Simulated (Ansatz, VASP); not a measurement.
## Two plane-wave programs on Al

```xyz
4
Lattice="2.8271 0.0000 0.0000 -1.4135 2.4483 0.0000 0.0000 0.0000 9.1860" Properties=species:S:1:pos:R:3 pbc="T T T"
Al    1.4135    0.8161    6.8895
Al    0.0000    0.0000    4.5930
Al    0.0000    1.6322    2.2965
Al    0.0000    0.0000    0.0000
```

Alike in both runs: task single point; functional PBEsol; k mesh 11 × 11 × 3; occupations fermi-dirac, width 0.05 eV; no spin polarisation.

|  | VASP | Ansatz |
| --- | --- | --- |
| version | VASP 6.6.1 | Ansatz 0.2.0 |
| potentials or method | VASP PAW PBE potentials, release 64 (Al) | Ansatz PAW |
| plane-wave cutoff (eV) | 520 | 420 |
| valence electrons in the cell | 12 | 12 |

|  | VASP | Ansatz | Ansatz less VASP |
| --- | --- | --- | --- |
| gap on the k mesh at the Fermi level (eV) | none | none | - |
| pressure (GPa) | 2.0 | 2.0 | -0.07 |
| traceless stress, the component that is largest in VASP (GPa) | 1.33 | 1.32 | -0.005 |

VASP's potentials were made for PBE, not for PBEsol. A gap of «none» marks a metal or a gap that the smearing closes.
